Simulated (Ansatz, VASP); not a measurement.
# One calculation of MgO, two programs

```
CELL_PARAMETERS angstrom
0.00000 2.10217 2.10217
2.10217 0.00000 2.10217
2.10217 2.10217 0.00000
ATOMIC_POSITIONS crystal
Mg 0.00000 0.00000 0.00000
O 0.50000 0.50000 0.50000
```

Alike in both runs: task single point; functional HSE06; k mesh 6 × 6 × 6; no spin polarisation.

|  | VASP | Ansatz |
| --- | --- | --- |
| version | VASP 6.6.1 | Ansatz 0.2.0 |
| potentials or method | VASP PAW PBE potentials, release 64 (Mg, O) | plane waves, PAW |
| plane-wave cutoff (eV) | 520 | 420 |
| occupations | gaussian, width 0.01 eV | fixed |
| valence electrons in the cell | 8 | 16 |

|  | VASP | Ansatz | Ansatz less VASP |
| --- | --- | --- | --- |
| gap on the k mesh at the Fermi level (eV) | 6.50 | 6.54 | +0.045 |
| pressure (GPa) | -0.6 | -0.4 | +0.29 |

VASP's potentials hold 8 valence electrons a cell and Ansatz's 16, so a difference there can come from the potentials and not from the codes. Ansatz's warnings: stress exchange threshold loose, stress scf threshold loose.

The k mesh is coarse, so the values compare programs but aren't converged.
